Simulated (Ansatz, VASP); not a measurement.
**MgS in VASP and in Ansatz**

```
Mg S
1.0
     0.00000    2.79695    2.79695
     2.79695    0.00000    2.79695
     2.79695    2.79695    0.00000
Mg S
1 1
Cartesian
  0.0000 0.0000 0.0000
  1.3985 1.3985 1.3985
```

Alike in both runs: functional LDA; k mesh 8 × 8 × 8; occupations gaussian, width 0.02 eV; no spin polarisation.

Ansatz relaxed the structure, and its values are those at the end. VASP's run is a single point on that final structure, the one shown.

```csv
,VASP,Ansatz
version,VASP 6.6.1,Ansatz 0.2.0
potentials or method,"VASP PAW LDA potentials, release 64 (Mg, S), cutoff 600 eV","scalar-relativistic, plane waves, PAW"
valence electrons in the cell,8,16
```

```csv
,VASP,Ansatz,Ansatz less VASP
gap on the k mesh at the Fermi level (eV),3.38,3.36,-0.012
least direct gap on the mesh (eV),3.38,3.36,-0.012
pressure (GPa),-0.3,0.0,+0.32
```

Ansatz warns that its potentials were made for another functional, while VASP's fit it. LDA's correlation is that of Perdew and Zunger in VASP and of Perdew and Wang (1992) in Ansatz. VASP's potentials hold 8 valence electrons a cell and Ansatz's 16, so a difference there can come from the potentials and not from the codes.
